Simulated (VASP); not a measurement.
# ZrS (Fmmm) in VASP: single point with PBEsol

Aim: the single point of ZrS with PBEsol.

Program: VASP 6.6.1. These are calculated values, not measurements. Logs are shortened: lines on timing, memory, paths and dates and some standing lists are left out, and cuts for length are marked.

### Step 1. The cell of the first run

The structure is orthorhombic, space group Fmmm (No. 69). Conventional cell: a = 5.098 Å, b = 5.167 Å, c = 5.235 Å, α = 90.00°, β = 90.00°, γ = 90.00°. Within 3.4 Å of Zr (site symmetry mmm) lie 6 S at 2.55 to 2.62 Å. Within 3.4 Å of S (site symmetry mmm) lie 6 Zr at 2.55 to 2.62 Å.

### Step 2. Single point, PBEsol

The input, INCAR:

```
  PREC = Accurate
  ENCUT = 520
  EDIFF = 1E-6
  ISMEAR = 0
  SIGMA = 0.15
  LREAL = False
  LASPH = True
  NELM = 100
  ALGO = Normal
  ISIF = 2
  LWAVE = False
  LCHARG = False
  GGA = PS
  NBANDS = 16
```

The input, KPOINTS:

```
Automatic mesh
0
Gamma
  16 16 16
```

The input, POSCAR:

```
ZrS
1.0
    0.0000000000      2.6177355933      2.5833766834
    2.5490177735      0.0000000000      2.5833766834
    2.5490177735      2.6177355933      0.0000000000
Zr S
1 1
Direct
    0.0000000000      0.0000000000      0.0000000000
    0.5000000000      0.5000000000      0.5000000000
```

Potentials or basis: VASP PAW PBE potentials, release 64 (Zr_sv, S).

Run with:

```
> cat potpaw_PBE.64/Zr_sv/POTCAR potpaw_PBE.64/S/POTCAR > POTCAR
> mpirun -np 1 vasp_std > vasp.out
```

OUTCAR:

```text
PREC = Accurate
   ENCUT = 520
   EDIFF = 1E-6
   ISMEAR = 0
   LREAL = False
   LASPH = True
   NELM = 100
   ISIF = 2
   GGA = PS

 ion  position               nearest neighbor table
   1  0.000  0.000  0.000-   2 2.55   2 2.55   2 2.58   2 2.58   2 2.62   2 2.62
   2  0.500  0.500  0.500-   1 2.55   1 2.55   1 2.58   1 2.58   1 2.62   1 2.62

  LATTYP: Found a face centered orthorhombic cell.
 ALAT       =     5.0980355470
 B/A-ratio  =     1.0134792744
 C/A-ratio  =     1.0269585487

  Lattice vectors:

 A1 = (   0.0000000000,   2.6177355933,  -2.5833766834)
 A2 = (   2.5490177735,   2.6177355933,   0.0000000000)
 A3 = (   2.5490177735,   0.0000000000,  -2.5833766834)

Analysis of symmetry for initial positions (statically):
=====================================================================
 Subroutine PRICEL returns:
 Original cell was already a primitive cell.

 Routine SETGRP: Setting up the symmetry group for a
 face centered orthorhombic supercell.

 Subroutine GETGRP returns: Found  8 space group operations
 (whereof  8 operations were pure point group operations)
 out of a pool of  8 trial point group operations.

The static configuration has the point symmetry D_2h.

Analysis of symmetry for dynamics (positions and initial velocities):
=====================================================================
 Subroutine PRICEL returns:
 Original cell was already a primitive cell.

 Routine SETGRP: Setting up the symmetry group for a
 face centered orthorhombic supercell.

 Subroutine GETGRP returns: Found  8 space group operations
 (whereof  8 operations were pure point group operations)
 out of a pool of  8 trial point group operations.

The dynamic configuration has the point symmetry D_2h.

 Subroutine INISYM returns: Found  8 space group operations
 (whereof  8 operations are pure point group operations),
 and found     1 'primitive' translations

----------------------------------------------------------------------------------------

                                     Primitive cell

  volume of cell :      34.4760

  direct lattice vectors                    reciprocal lattice vectors
     0.000000000  2.617735593  2.583376683    -0.196153987  0.191004776  0.193545139
     2.549017774  0.000000000  2.583376683     0.196153987 -0.191004776  0.193545139
     2.549017774  2.617735593  0.000000000     0.196153987  0.191004776 -0.193545139

  length of vectors
     3.677822008  3.629232246  3.653769457     0.335289326  0.335289326  0.335289326

  position of ions in fractional coordinates (direct lattice)
     0.000000000  0.000000000  0.000000000
     0.500000000  0.500000000  0.500000000

  ion indices of the primitive-cell ions
   primitive index   ion index
                 1           1
                 2           2

----------------------------------------------------------------------------------------

 KPOINTS: Automatic mesh

Automatic generation of k-mesh.
 Grid dimensions read from file:
 generate k-points for:   16   16   16

 Generating k-lattice:

  Cartesian coordinates                     Fractional coordinates (reciprocal lattice)
    -0.012259624  0.011937798  0.012096571     0.062500000  0.000000000  0.000000000
     0.012259624 -0.011937798  0.012096571     0.000000000  0.062500000  0.000000000
     0.012259624  0.011937798 -0.012096571    -0.000000000 -0.000000000  0.062500000

  Length of vectors
     0.020955583  0.020955583  0.020955583

  Shift w.r.t. Gamma in fractional coordinates (k-lattice)
     0.000000000  0.000000000  0.000000000

 Subroutine IBZKPT returns following result:
 ===========================================

 Found    621 irreducible k-points:

 Following reciprocal coordinates:
            Coordinates               Weight
  0.000000  0.000000  0.000000      1.000000
  0.062500  0.000000  0.000000      8.000000
  0.125000  0.000000  0.000000      8.000000
  0.187500  0.000000  0.000000      8.000000
  0.250000  0.000000  0.000000      8.000000
  0.312500  0.000000  0.000000      8.000000
[... 16 lines left out ...]
 -0.125000  0.062500 -0.000000      8.000000
 -0.062500  0.062500  0.000000      4.000000
 [... further k-points ...]
   k-points           NKPTS =    621   k-points in BZ     NKDIM =    621   number of bands    NBANDS=     16
   number of dos      NEDOS =    301   number of ions     NIONS =      2
   total plane-waves  NPLWV =  21952
   dimension x,y,z NGX =    28 NGY =   28 NGZ =   28
   dimension x,y,z NGXF=    56 NGYF=   56 NGZF=   56
   ions per type =               1   1
   NGX,Y,Z   is equivalent  to a cutoff of  12.66, 12.83, 12.74 a.u.
   NGXF,Y,Z  is equivalent  to a cutoff of  25.31, 25.65, 25.48 a.u.
 SYSTEM =  unknown system
   PREC   = accura    normal or accurate (medium, high low for compatibility)
   ISTART =      0    job   : 0-new  1-cont  2-samecut
   ICHARG =      2    charge: 1-file 2-atom 10-const
   ISPIN  =      1    spin polarized calculation?
   LNONCOLLINEAR =      F non collinear calculations
   LSORBIT =      F    spin-orbit coupling
   LASPH  =      T    aspherical Exc in radial PAW
   ENCUT  =  520.0 eV  38.22 Ry    6.18 a.u.   6.84  6.75  6.79*2*pi/ulx,y,z
   NELM   =    100;   NELMIN=  2; NELMDL= -5     # of ELM steps
   EDIFF  = 0.1E-05   stopping-criterion for ELM
   LREAL  =      F    real-space projection
   EDIFFG = 0.1E-04   stopping-criterion for IOM
   NSW    =      0    number of steps for IOM
   IBRION =     -1    ionic relax: 0-MD 1-quasi-New 2-CG
   NFREE  =      0    steps in history (QN), initial steepest desc. (CG)
   ISIF   =      2    stress and relaxation
   ISYM   =      2    0-nonsym 1-usesym 2-fastsym
   POTIM  = 0.5000    time-step for ionic-motion
   TEBEG  =    0.0;   TEEND  =   0.0 temperature during run
   PSTRESS=    0.0 pullay stress
   NELECT =      18.0000    total number of electrons
   NUPDOWN=      -1.0000    fix difference up-down
   EMIN   =  10.00;   EMAX   =-10.00  energy-range for DOS
   EFERMI =   0.00;   METHOD = LEGACY
   ISMEAR =     0;   SIGMA  =   0.15  broadening in eV -4-tet -1-fermi 0-gaus
   EFERMI_NEDOS =   21; number of points for ismear=-14 and -15
   IALGO  =     38    algorithm
   IMIX   =      4    mixing-type and parameters
     AMIX     =   0.40;   BMIX     =  1.00
     AMIX_MAG =   1.60;   BMIX_MAG =  1.00
  volume/ion in A,a.u.               =      17.24       116.33
  Fermi-wavevector in a.u.,A,eV,Ry     =   1.318237  2.491107 23.643512  1.737749
  Thomas-Fermi vector in A             =   2.448221
   LORBIT       =      0    0 simple, 1 ext, 2 COOP (PROOUT), +10 PAW based schemes
   GGA     = PS    functional components
   LHFCALC =     F    Hartree Fock is set to
   AEXX    =    0.0000 exact exchange contribution
   IVDW    =     0    specifies the selected vdW correction
   LEPSILON=     F    determine dielectric tensor
   LRPA    =     F    only Hartree local field effects (RPA)
 non-spin polarized calculation
 Gauss-broadening in eV      SIGMA  =   0.15
  energy-cutoff  :      520.00
  volume of cell :       34.48
 maximum number of plane-waves:       950
   NGX = 13   NGY = 13   NGZ = 13

 number of electron      17.9999999 magnetization

 Free energy of the ion-electron system (eV)
  ---------------------------------------------------
  ext. energy  EPLUGINS =         0.00000000
  ---------------------------------------------------
  free energy    TOTEN  =       -16.50859582 eV

  energy without entropy =      -16.49549622  energy(sigma->0) =      -16.50204602

 E-fermi :  11.2068     XC(G=0): -11.6923

 val. band max:       11.2013117616   @ k =  -0.3125   0.3750   0.1875
 cond. band min:      11.2073549619   @ k =   0.2500   0.5000   0.1875
 fundamental gap:      0.0060432003
 Fermi energy:        11.2067697049

 k-point     1 :       0.0000    0.0000    0.0000
  band No.  band energies     occupation
      1     -38.5670      2.00000
      2     -16.5777      2.00000
      3     -16.5669      2.00000
      4     -16.5572      2.00000
      5      -4.8341      2.00000
      6       7.6450      2.00000
[... 8 lines left out ...]
     15      18.3461      0.00000
     16      23.8228      0.00000

 k-point     2 :       0.0625    0.0000    0.0000
  band No.  band energies     occupation
      1     -38.5657      2.00000
      2     -16.5889      2.00000
      3     -16.5717      2.00000
      4     -16.5612      2.00000
      5      -4.7783      2.00000
      6       7.3390      2.00000
[... 8 lines left out ...]
     15      18.5297      0.00000
     16      23.5229      0.00000

 k-point     3 :       0.1250    0.0000    0.0000
  band No.  band energies     occupation
      1     -38.5621      2.00000
      2     -16.6349      2.00000
      3     -16.5766      2.00000
      4     -16.5671      2.00000
      5      -4.6166      2.00000
      6       6.5956      2.00000
[... 8 lines left out ...]
     15      19.0129      0.00000
     16      22.7305      0.00000

 k-point     4 :       0.1875    0.0000    0.0000
  band No.  band energies     occupation
      1     -38.5566      2.00000
      2     -16.7060      2.00000
      3     -16.5817      2.00000
      4     -16.5745      2.00000
      5      -4.3654      2.00000
      6       5.7279      2.00000
[... 8 lines left out ...]
     15      19.4883      0.00000
     16      22.0567      0.00000
[... 324 lines left out ...]
 k-point    22 :      -0.1875    0.0625   -0.0000
  band No.  band energies     occupation
      1     -38.5536      2.00000
      2     -16.7358      2.00000
      3     -16.5964      2.00000
      4     -16.5748      2.00000
      5      -4.2339      2.00000
      6       5.3071      2.00000
[... 8 lines left out ...]
     15      19.6245      0.00000
     16      21.0001      0.00000

 k-point    23 :      -0.1250    0.0625   -0.0000
  band No.  band energies     occupation
      1     -38.5594      2.00000
      2     -16.6632      2.00000
      3     -16.5871      2.00000
      4     -16.5692      2.00000
      5      -4.5001      2.00000
      6       6.0936      2.00000
[... 8 lines left out ...]
     15      19.3249      0.00000
     16      21.9086      0.00000

 k-point    24 :      -0.0625    0.0625    0.0000
  band No.  band energies     occupation
      1     -38.5637      2.00000
      2     -16.6115      2.00000
      3     -16.5771      2.00000
      4     -16.5656      2.00000
      5      -4.6882      2.00000
      6       6.8230      2.00000
[... 8 lines left out ...]
     15      18.8161      0.00000
     16      22.9443      0.00000

 [... further k-points ...]

------------------------ aborting loop because EDIFF is reached ----------------------------------------

  FORCE on cell =-STRESS in cart. coord.  units (eV):
  Direction    XX          YY          ZZ          XY          YZ          ZX
  --------------------------------------------------------------------------------------
  -------------------------------------------------------------------------------------
  Total        1.0038500     -0.7597783      0.0077824      0.0000000      0.0000000      0.0000000
  in kB       46.6512240    -35.3086473      0.3616672      0.0000000      0.0000000      0.0000000
  external PRESSURE =       3.9014146 kB  Pullay stress =       0.0000000 kB

 VOLUME and BASIS-vectors are now :
 -----------------------------------------------------------------------------
  energy-cutoff  :      520.00
  volume of cell :       34.48
      direct lattice vectors                 reciprocal lattice vectors
     0.000000000  2.617735593  2.583376683    -0.196153987  0.191004776  0.193545139
     2.549017774  0.000000000  2.583376683     0.196153987 -0.191004776  0.193545139
     2.549017774  2.617735593  0.000000000     0.196153987  0.191004776 -0.193545139

 POSITION                                       TOTAL-FORCE (eV/Angst)
 -----------------------------------------------------------------------------------
      0.00000      0.00000      0.00000         0.000000      0.000000      0.000000
      2.54902      2.61774      2.58338         0.000000     -0.000000     -0.000000
 -----------------------------------------------------------------------------------
    total drift:                                0.000000      0.000000      0.000000

  FREE ENERGIE OF THE ION-ELECTRON SYSTEM (eV)
  ---------------------------------------------------
  free  energy   TOTEN  =       -16.5085958215 eV

  energy  without entropy=      -16.4954962185  energy(sigma->0) =      -16.50204602
```

Wall time 1.9 min (1 thread of Intel Xeon 6975P-C (Granite Rapids), shared host); peak memory 0.43 GiB.

Results:

| Item | Value |
| --- | --- |
| Free energy | -16.5086 eV |
| Pressure | 0.4 GPa |
| Band gap on the k mesh | zero (bands 9 and 10 overlap by 3.00 eV) |

Caveat: the cell differs from its parent crystal (strain +e along x and -e along y -0.0133, strain +e along z and -e/2 along x and y +0.0000); the stress differs along the axes, from -4 to 5 GPa; the PAW data sets were made with another functional, which shifts forces and pressure a little.
